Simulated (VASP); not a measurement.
Here is a VASP 6.6.1 calculation.

The input INCAR:

```
ALGO = Normal ; EDIFF = 1E-6
ENCUT = 500 ; GGA = PE
GGA_COMPAT = False ; ISIF = 2
ISMEAR = 0 ; LASPH = True
LCHARG = True ; LELF = True
LREAL = False ; LVHAR = True
LWAVE = False ; NBANDS = 41
NELM = 120 ; PREC = Accurate
SIGMA = 0.1
```

KPOINTS

```
k-points
0
Gamma
  6 6 6
```

The input POSCAR:

```
Si4Ge
1.0
    1.9549159280      1.1286712373     15.9120892379
   -1.9549159280      1.1286712373     15.9120892379
    0.0000000000     -2.2573424745     15.9120892379
Si Ge
8 2
Direct
    0.2267098966      0.2267098966      0.2267098966
    0.5760777324      0.5760777324      0.5760777324
    0.9751828253      0.9751828253      0.9751828253
    0.6257337902      0.6257337902      0.6257337902
    0.0248171747      0.0248171747      0.0248171747
    0.3742662098      0.3742662098      0.3742662098
    0.7732901034      0.7732901034      0.7732901034
    0.4239222676      0.4239222676      0.4239222676
    0.1760963825      0.1760963825      0.1760963825
    0.8239036175      0.8239036175      0.8239036175
```

Potentials or basis: VASP PAW PBE potentials, release 64 (Si, Ge_d).

Command:

```console
$ cat potpaw_PBE.64/Si/POTCAR potpaw_PBE.64/Ge_d/POTCAR > POTCAR
$ mpirun -np 1 vasp_std > vasp.out
```

(1) Predict the largest force.

(2) Estimate the band gap on the k mesh.

Results:

(1) 0.059 eV/Å.

(2) 0.43 eV (least direct gap 0.95 eV).
